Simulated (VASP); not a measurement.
# AlIn2N3 (Cmc2_1) in VASP: a series of runs

Runs on AlIn2N3. Level: PBEsol. Tasks: single point.

Everything below comes from runs of VASP 6.6.1. Logs are shortened: lines on timing, memory, paths and dates and some standing lists are left out, and cuts for length are marked.

### 1 The cell of the first run

Symmetry: Cmc2_1, No. 36, orthorhombic system. Conventional cell: a = 10.340 Å, b = 5.951 Å, c = 5.385 Å, α = 90.00°, β = 90.00°, γ = 90.00°. Within 2.5 Å of Al (site symmetry m) lie 4 N at 1.91 Å. In (site symmetry 1) has 4 N at 2.17 to 2.18 Å within 2.9 Å. N (site symmetry 1) has 1 Al at 1.91 Å and 3 In at 2.17 to 2.18 Å within 2.5 Å. Within 2.5 Å of N (site symmetry m) lie 2 Al at 1.91 Å and 2 In at 2.17 Å.

### 2 Single point, PBEsol (biaxial strain in the a-b plane: +1.5 %, then relaxed in part)

Input file INCAR:

```
PREC = Accurate
ENCUT = 600
EDIFF = 1E-6
ISMEAR = 0
SIGMA = 0.02
LREAL = F
LASPH = T
NELM = 120
ALGO = Normal
ISIF = 2
LWAVE = F
LCHARG = F
GGA = PS
NBANDS = 56
GGA_COMPAT = F
```

Input file KPOINTS:

```
regular mesh
0
Gamma
  6 6 6
```

Input file POSCAR:

```
AlIn2N3
1.0
    5.1699066617     -2.9752769100      0.0000000000
    5.1699066617      2.9752769100      0.0000000000
    0.0000000000      0.0000000000      5.3852065845
Al In N
2 4 6
Direct
    0.3408068490      0.6591931510      0.9885540456
    0.6591931510      0.3408068490      0.4885540456
    0.9890254826      0.3352081013      0.9835463453
    0.6647918987      0.0109745174      0.9835463453
    0.0109745174      0.6647918987      0.4835463453
    0.3352081013      0.9890254826      0.4835463453
    0.9700577036      0.3330291975      0.3872853743
    0.6669708025      0.0299422964      0.3872853743
    0.0299422964      0.6669708025      0.8872853743
    0.3330291975      0.9700577036      0.8872853743
    0.3669558008      0.6330441992      0.3417825153
    0.6330441992      0.3669558008      0.8417825153
```

Potentials or basis: VASP PAW PBE potentials, release 64 (Al, In_d, N).

The run is started by

```
$ cat potpaw_PBE.64/Al/POTCAR potpaw_PBE.64/In_d/POTCAR potpaw_PBE.64/N/POTCAR > POTCAR
$ mpirun -np 1 vasp_std > vasp.out
```

OUTCAR:

```text
PREC = Accurate
   ENCUT = 600
   EDIFF = 1E-6
   ISMEAR = 0
   LREAL = F
   LASPH = T
   NELM = 120
   ISIF = 2
   GGA = PS

 ion  position               nearest neighbor table
   1  0.341  0.659  0.989-  11 1.91  12 1.91   9 1.91  10 1.91   2 3.29   2 3.29   6 3.30   5 3.30
                             3 3.34   4 3.34   6 3.35   5 3.35   3 3.49   4 3.49   4 3.49   3 3.49
   2  0.659  0.341  0.489-  12 1.91  11 1.91   7 1.91   8 1.91   1 3.29   1 3.29   4 3.30   3 3.30
                             6 3.34   5 3.34   4 3.35   3 3.35   5 3.49   6 3.49   6 3.49   5 3.49
   3  0.989  0.335  0.984-  12 2.17   9 2.17  10 2.18   7 2.18   2 3.30   1 3.34   2 3.35   4 3.35
                             5 3.38   5 3.38   6 3.39   6 3.39   4 3.49   4 3.49   1 3.49   1 3.49
   4  0.665  0.011  0.984-  12 2.17  10 2.17   9 2.18   8 2.18   2 3.30   1 3.34   2 3.35   3 3.35
                             6 3.38   6 3.38   5 3.39   5 3.39   3 3.49   3 3.49   1 3.49   1 3.49
   5  0.011  0.665  0.484-  11 2.17   7 2.17   8 2.18   9 2.18   1 3.30   2 3.34   1 3.35   6 3.35
                             3 3.38   3 3.38   4 3.39   4 3.39   6 3.49   6 3.49   2 3.49   2 3.49
   6  0.335  0.989  0.484-  11 2.17   8 2.17   7 2.18  10 2.18   1 3.30   2 3.34   1 3.35   5 3.35
                             4 3.38   4 3.38   3 3.39   3 3.39   5 3.49   5 3.49   2 3.49   2 3.49
   7  0.970  0.333  0.387-   2 1.91   5 2.17   6 2.18   3 2.18
   8  0.667  0.030  0.387-   2 1.91   6 2.17   5 2.18   4 2.18
   9  0.030  0.667  0.887-   1 1.91   3 2.17   4 2.18   5 2.18
  10  0.333  0.970  0.887-   1 1.91   4 2.17   3 2.18   6 2.18
  11  0.367  0.633  0.342-   1 1.91   2 1.91   5 2.17   6 2.17
  12  0.633  0.367  0.842-   2 1.91   1 1.91   3 2.17   4 2.17

  LATTYP: Found a base centered orthorhombic cell.
 ALAT       =     5.9505538200
 B/A-ratio  =     1.7376220157
 C/A-ratio  =     0.9049925011

  Lattice vectors:

 A1 = (  -5.1699066617,  -2.9752769100,   0.0000000000)
 A2 = (   5.1699066617,  -2.9752769100,   0.0000000000)
 A3 = (   0.0000000000,   0.0000000000,   5.3852065845)

Analysis of symmetry for initial positions (statically):
=====================================================================
 Subroutine PRICEL returns:
 Original cell was already a primitive cell.

 Routine SETGRP: Setting up the symmetry group for a
 base centered orthorhombic supercell.

 Subroutine GETGRP returns: Found  4 space group operations
 (whereof  2 operations were pure point group operations)
 out of a pool of  8 trial point group operations.

The static configuration has the point symmetry C_1h.
 The point group associated with its full space group is C_2v.

Analysis of symmetry for dynamics (positions and initial velocities):
=====================================================================
 Subroutine PRICEL returns:
 Original cell was already a primitive cell.

 Routine SETGRP: Setting up the symmetry group for a
 base centered orthorhombic supercell.

 Subroutine GETGRP returns: Found  4 space group operations
 (whereof  2 operations were pure point group operations)
 out of a pool of  8 trial point group operations.

The dynamic configuration has the point symmetry C_1h.
 The point group associated with its full space group is C_2v.

 Subroutine INISYM returns: Found  4 space group operations
 (whereof  2 operations are pure point group operations),
 and found     1 'primitive' translations

----------------------------------------------------------------------------------------

                                     Primitive cell

  volume of cell :     165.6695

  direct lattice vectors                    reciprocal lattice vectors
     5.169906662 -2.975276910  0.000000000     0.096713545 -0.168051585  0.000000000
     5.169906662  2.975276910  0.000000000     0.096713545  0.168051585  0.000000000
     0.000000000  0.000000000  5.385206584     0.000000000  0.000000000  0.185693898

  length of vectors
     5.964914717  5.964914717  5.385206584     0.193893901  0.193893901  0.185693898

[... 30 lines left out ...]

 KPOINTS: regular mesh

Automatic generation of k-mesh.
 Grid dimensions read from file:
 generate k-points for:    6    6    6

 Generating k-lattice:

  Cartesian coordinates                     Fractional coordinates (reciprocal lattice)
     0.016118924 -0.028008597  0.000000000     0.166666667  0.000000000  0.000000000
     0.016118924  0.028008597  0.000000000     0.000000000  0.166666667  0.000000000
     0.000000000  0.000000000  0.030948983     0.000000000  0.000000000  0.166666667

  Length of vectors
     0.032315650  0.032315650  0.030948983

  Shift w.r.t. Gamma in fractional coordinates (k-lattice)
     0.000000000  0.000000000  0.000000000

 Subroutine IBZKPT returns following result:
 ===========================================

 Found     52 irreducible k-points:

 Following reciprocal coordinates:
            Coordinates               Weight
  0.000000  0.000000  0.000000      1.000000
  0.166667 -0.000000  0.000000      4.000000
  0.333333  0.000000  0.000000      4.000000
  0.500000  0.000000  0.000000      2.000000
  0.166667  0.166667  0.000000      2.000000
  0.333333  0.166667  0.000000      4.000000
[... 16 lines left out ...]
  0.333333  0.333333  0.166667      4.000000
  0.500000  0.333333  0.166667      8.000000
 [... further k-points ...]
   k-points           NKPTS =     52   k-points in BZ     NKDIM =     52   number of bands    NBANDS=     56
   number of dos      NEDOS =    301   number of ions     NIONS =     12
   total plane-waves  NPLWV = 110592
   dimension x,y,z NGX =    48 NGY =   48 NGZ =   48
   dimension x,y,z NGXF=    96 NGYF=   96 NGZF=   96
   ions per type =               2   4   6
   NGX,Y,Z   is equivalent  to a cutoff of  13.38, 13.38, 14.82 a.u.
   NGXF,Y,Z  is equivalent  to a cutoff of  26.76, 26.76, 29.64 a.u.
 SYSTEM =  unknown system
   PREC   = accura    normal or accurate (medium, high low for compatibility)
   ISTART =      0    job   : 0-new  1-cont  2-samecut
   ICHARG =      2    charge: 1-file 2-atom 10-const
   ISPIN  =      1    spin polarized calculation?
   LNONCOLLINEAR =      F non collinear calculations
   LSORBIT =      F    spin-orbit coupling
   LASPH  =      T    aspherical Exc in radial PAW
   ENCUT  =  600.0 eV  44.10 Ry    6.64 a.u.  11.91 11.91 10.76*2*pi/ulx,y,z
   NELM   =    120;   NELMIN=  2; NELMDL= -5     # of ELM steps
   EDIFF  = 0.1E-05   stopping-criterion for ELM
   LREAL  =      F    real-space projection
   EDIFFG = 0.1E-04   stopping-criterion for IOM
   NSW    =      0    number of steps for IOM
   IBRION =     -1    ionic relax: 0-MD 1-quasi-New 2-CG
   NFREE  =      0    steps in history (QN), initial steepest desc. (CG)
   ISIF   =      2    stress and relaxation
   ISYM   =      2    0-nonsym 1-usesym 2-fastsym
   POTIM  = 0.5000    time-step for ionic-motion
   TEBEG  =    0.0;   TEEND  =   0.0 temperature during run
   PSTRESS=    0.0 pullay stress
   NELECT =      88.0000    total number of electrons
   NUPDOWN=      -1.0000    fix difference up-down
   EMIN   =  10.00;   EMAX   =-10.00  energy-range for DOS
   EFERMI =   0.00;   METHOD = LEGACY
   ISMEAR =     0;   SIGMA  =   0.02  broadening in eV -4-tet -1-fermi 0-gaus
   EFERMI_NEDOS =   21; number of points for ismear=-14 and -15
   IALGO  =     38    algorithm
   IMIX   =      4    mixing-type and parameters
     AMIX     =   0.40;   BMIX     =  1.00
     AMIX_MAG =   1.60;   BMIX_MAG =  1.00
  volume/ion in A,a.u.               =      13.81        93.17
  Fermi-wavevector in a.u.,A,eV,Ry     =   1.325831  2.505458 23.916707  1.757828
  Thomas-Fermi vector in A             =   2.455263
   LORBIT       =      0    0 simple, 1 ext, 2 COOP (PROOUT), +10 PAW based schemes
   GGA     = PS    functional components
   LHFCALC =     F    Hartree Fock is set to
   AEXX    =    0.0000 exact exchange contribution
   IVDW    =     0    specifies the selected vdW correction
   LEPSILON=     F    determine dielectric tensor
   LRPA    =     F    only Hartree local field effects (RPA)
 non-spin polarized calculation
 Gauss-broadening in eV      SIGMA  =   0.02
  energy-cutoff  :      600.00
  volume of cell :      165.67
 maximum number of plane-waves:      5574
   NGX = 23   NGY = 23   NGZ = 21

 number of electron      88.0000007 magnetization

 Free energy of the ion-electron system (eV)
  ---------------------------------------------------
  ext. energy  EPLUGINS =         0.00000000
  ---------------------------------------------------
  free energy    TOTEN  =       -77.45156816 eV

  energy without entropy =      -77.45156816  energy(sigma->0) =      -77.45156816

 E-fermi :   6.2387     XC(G=0): -11.0180

 val. band max:        6.1474157394   @ k =   0.0000   0.0000   0.0000
 cond. band min:       7.0328000036   @ k =   0.0000   0.0000   0.0000
 fundamental gap:      0.8853842642
 Fermi energy:         6.2386506430

 k-point     1 :       0.0000    0.0000    0.0000
  band No.  band energies     occupation
      1      -8.4115      2.00000
      2      -8.3144      2.00000
      3      -8.1193      2.00000
      4      -8.1103      2.00000
      5      -7.9463      2.00000
      6      -7.7696      2.00000
[... 1405 lines left out ...]
     55      14.2935      0.00000
     56      14.6163      0.00000

 [... further k-points ...]

------------------------ aborting loop because EDIFF is reached ----------------------------------------

  FORCE on cell =-STRESS in cart. coord.  units (eV):
  Direction    XX          YY          ZZ          XY          YZ          ZX
  --------------------------------------------------------------------------------------
  -------------------------------------------------------------------------------------
  Total       -4.6099725     -4.4866754      0.0723833      0.0000000      0.0000000      0.0000000
  in kB      -44.5827091    -43.3903122      0.7000141      0.0000000      0.0000000      0.0000000
  external PRESSURE =     -29.0910024 kB  Pullay stress =       0.0000000 kB

 VOLUME and BASIS-vectors are now :
 -----------------------------------------------------------------------------
  energy-cutoff  :      600.00
  volume of cell :      165.67
      direct lattice vectors                 reciprocal lattice vectors
     5.169906662 -2.975276910  0.000000000     0.096713545 -0.168051585  0.000000000
     5.169906662  2.975276910  0.000000000     0.096713545  0.168051585  0.000000000
     0.000000000  0.000000000  5.385206584     0.000000000  0.000000000  0.185693898

 POSITION                                       TOTAL-FORCE (eV/Angst)
 -----------------------------------------------------------------------------------
      5.16991      0.94729      5.32357         0.000000      0.001190     -0.001343
      5.16991     -0.94729      2.63096         0.000000     -0.001190     -0.001343
      6.84616     -1.94529      5.29660         0.000987     -0.000447     -0.004670
      3.49365     -1.94529      5.29660        -0.000987     -0.000447     -0.004670
      3.49365      1.94529      2.60400        -0.000987      0.000447     -0.004670
      6.84616      1.94529      2.60400         0.000987      0.000447     -0.004670
      6.73684     -1.89534      2.08561        -0.019978      0.011926      0.011868
      3.60298     -1.89534      2.08561         0.019978      0.011926      0.011868
      3.60298      1.89534      4.77822         0.019978     -0.011926      0.011868
      6.73684      1.89534      4.77822        -0.019978     -0.011926      0.011868
      5.16991      0.79169      1.84057         0.000000     -0.020200     -0.013054
      5.16991     -0.79169      4.53317         0.000000      0.020200     -0.013054
 -----------------------------------------------------------------------------------
    total drift:                               -0.000000     -0.000000     -0.000762

  FREE ENERGIE OF THE ION-ELECTRON SYSTEM (eV)
  ---------------------------------------------------
  free  energy   TOTEN  =       -77.4515681646 eV

  energy  without entropy=      -77.4515681646  energy(sigma->0) =      -77.45156816
```

It took 11 min on 1 thread of Intel Xeon Platinum 8259CL at 2.50GHz (Skylake/Cascade Lake), shared host; peak memory 0.62 GiB.

What came out:

```
Free energy            : -77.4516 eV
Pressure               : -2.9 GPa
Largest force          : 0.026 eV/Å
Band gap on the k mesh : 0.89 eV, direct
```

Forces on the atoms (eV/Å):
```
Al   0.000  0.001 -0.001
Al   0.000 -0.001 -0.001
In   0.001  0.000 -0.005
In  -0.001  0.000 -0.005
In  -0.001  0.000 -0.005
In   0.001  0.000 -0.005
N   -0.020  0.012  0.012
N    0.020  0.012  0.012
N    0.020 -0.012  0.012
N   -0.020 -0.012  0.012
N    0.000 -0.020 -0.013
N    0.000  0.020 -0.013
```

Caveat: the cell differs from its parent crystal (biaxial strain in the a-b plane: +1.5 %, then relaxed in part); the PAW data sets were made with another functional, which shifts forces and pressure a little; spin-orbit coupling is left out, which moves the levels of the heavy elements.

### 3 Single point, PBEsol (volume scaled by 0.88, then relaxed in part)

Input file INCAR:

```
PREC = Accurate
ENCUT = 520
EDIFF = 1E-6
ISMEAR = 0
SIGMA = 0.02
LREAL = F
LASPH = T
NELM = 60
ALGO = Normal
ISIF = 2
LWAVE = F
LCHARG = F
GGA = PS
NBANDS = 56
```

KPOINTS is that of step 2.

Input file POSCAR:

```
AlIn2N3
1.0
    4.8974969591     -2.8109065371      0.0000000000
    4.8974969591      2.8109065371      0.0000000000
    0.0000000000      0.0000000000      5.1968393141
Al In N
2 4 6
Direct
    0.3383558776      0.6616441224      0.9885596468
    0.6616441224      0.3383558776      0.4885596468
    0.9840841295      0.3387641102      0.9860953896
    0.6612358898      0.0159158705      0.9860953896
    0.0159158705      0.6612358898      0.4860953896
    0.3387641102      0.9840841295      0.4860953896
    0.9730439579      0.3301991872      0.3871925915
    0.6698008128      0.0269560421      0.3871925915
    0.0269560421      0.6698008128      0.8871925915
    0.3301991872      0.9730439579      0.8871925915
    0.3705962929      0.6294037071      0.3368643911
    0.6294037071      0.3705962929      0.8368643911
```

Potentials or basis: VASP PAW PBE potentials, release 64 (Al, In_d, N).

The run is started by

```
$ cat potpaw_PBE.64/Al/POTCAR potpaw_PBE.64/In_d/POTCAR potpaw_PBE.64/N/POTCAR > POTCAR
$ mpirun -np 1 vasp_std > vasp.out
```

OUTCAR:

```text
PREC = Accurate
   ENCUT = 520
   EDIFF = 1E-6
   ISMEAR = 0
   LREAL = F
   LASPH = T
   NELM = 60
   ISIF = 2
   GGA = PS

 ion  position               nearest neighbor table
   1  0.338  0.662  0.989-   9 1.81  10 1.81  12 1.82  11 1.82   3 3.15   4 3.15   6 3.16   5 3.16
                             2 3.17   2 3.17   6 3.18   5 3.18   3 3.30   4 3.30   4 3.32   3 3.32
   2  0.662  0.338  0.489-   7 1.81   8 1.81  11 1.82  12 1.82   6 3.15   5 3.15   4 3.16   3 3.16
                             1 3.17   1 3.17   4 3.18   3 3.18   5 3.30   6 3.30   6 3.32   5 3.32
[... 1658 lines left out ...]
 VOLUME and BASIS-vectors are now :
 -----------------------------------------------------------------------------
  energy-cutoff  :      520.00
  volume of cell :      143.08
      direct lattice vectors                 reciprocal lattice vectors
     4.897496959 -2.810906537  0.000000000     0.102092968 -0.177878557  0.000000000
     4.897496959  2.810906537  0.000000000     0.102092968  0.177878557  0.000000000
     0.000000000  0.000000000  5.196839314     0.000000000  0.000000000  0.192424653

 POSITION                                       TOTAL-FORCE (eV/Angst)
 -----------------------------------------------------------------------------------
      4.89750      0.90873      5.13739         0.000000      0.006960      0.002194
      4.89750     -0.90873      2.53897         0.000000     -0.006960      0.002194
      6.47865     -1.81393      5.12458        -0.005121     -0.000502     -0.006351
      3.31635     -1.81393      5.12458         0.005121     -0.000502     -0.006351
      3.31635      1.81393      2.52616         0.005121      0.000502     -0.006351
      6.47865      1.81393      2.52616        -0.005121      0.000502     -0.006351
      6.38263     -1.80698      2.01218        -0.003617      0.006629      0.007545
      3.41236     -1.80698      2.01218         0.003617      0.006629      0.007545
      3.41236      1.80698      4.61060         0.003617     -0.006629      0.007545
      6.38263      1.80698      4.61060        -0.003617     -0.006629      0.007545
      4.89750      0.72748      1.75063         0.000000     -0.006740     -0.004583
      4.89750     -0.72748      4.34905         0.000000      0.006740     -0.004583
 -----------------------------------------------------------------------------------
    total drift:                                0.000000     -0.000000     -0.001287

  FREE ENERGIE OF THE ION-ELECTRON SYSTEM (eV)
  ---------------------------------------------------
  free  energy   TOTEN  =       -76.0391544061 eV

  energy  without entropy=      -76.0391544061  energy(sigma->0) =      -76.03915441
```

OSZICAR:

```text
N       E                     dE             d eps       ncg     rms          rms(c)
DAV:   1     0.110901730779E+04    0.11090E+04   -0.39723E+04  5960   0.212E+03
DAV:   2     0.141118071459E+03   -0.96790E+03   -0.91942E+03  5952   0.589E+02
DAV:   3    -0.720673259890E+02   -0.21319E+03   -0.20609E+03  6600   0.246E+02
DAV:   4    -0.911279476154E+02   -0.19061E+02   -0.18920E+02  7976   0.778E+01
DAV:   5    -0.914869974829E+02   -0.35905E+00   -0.35854E+00  7848   0.122E+01    0.274E+01
DAV:   6    -0.757105424213E+02    0.15776E+02   -0.47314E+01  9656   0.759E+01    0.222E+01
DAV:   7    -0.762403942322E+02   -0.52985E+00   -0.90017E+00  6888   0.143E+01    0.590E+00
DAV:   8    -0.761006501395E+02    0.13974E+00   -0.60488E-01  8976   0.703E+00    0.420E+00
DAV:   9    -0.760403105561E+02    0.60340E-01   -0.12804E-01  9216   0.415E+00    0.685E-01
DAV:  10    -0.760389441862E+02    0.13664E-02   -0.20782E-02  9200   0.143E+00    0.620E-01
DAV:  11    -0.760390295780E+02   -0.85392E-04   -0.41242E-03  9160   0.395E-01    0.353E-01
DAV:  12    -0.760391430503E+02   -0.11347E-03   -0.56126E-04  9064   0.164E-01    0.148E-01
DAV:  13    -0.760391560290E+02   -0.12979E-04   -0.20219E-04  8736   0.171E-01    0.696E-02
DAV:  14    -0.760391544826E+02    0.15464E-05   -0.40871E-05  8464   0.444E-02    0.430E-02
DAV:  15    -0.760391544061E+02    0.76485E-07   -0.66251E-06  6672   0.127E-02
   1 F= -.76039154E+02 E0= -.76039154E+02  d E =-.151156E-20
```

It took 8.2 min on 1 thread of Oxide Virtual Turin-like, shared host; peak memory 0.42 GiB.

Results:

| Item | Value |
| --- | --- |
| Free energy | -76.0392 eV |
| Pressure | 26.5 GPa |
| Largest force | 0.011 eV/Å |
| Band gap on the k mesh | 1.49 eV, direct |

Forces on the atoms (eV/Å):
```
Al   0.000  0.007  0.002
Al   0.000 -0.007  0.002
In  -0.005 -0.001 -0.006
In   0.005 -0.001 -0.006
In   0.005  0.001 -0.006
In  -0.005  0.001 -0.006
N   -0.004  0.007  0.008
N    0.004  0.007  0.008
N    0.004 -0.007  0.008
N   -0.004 -0.007  0.008
N    0.000 -0.007 -0.005
N    0.000  0.007 -0.005
```

Caveat: the PAW data sets were made with another functional, which shifts forces and pressure a little; spin-orbit coupling is left out, which moves the levels of the heavy elements.
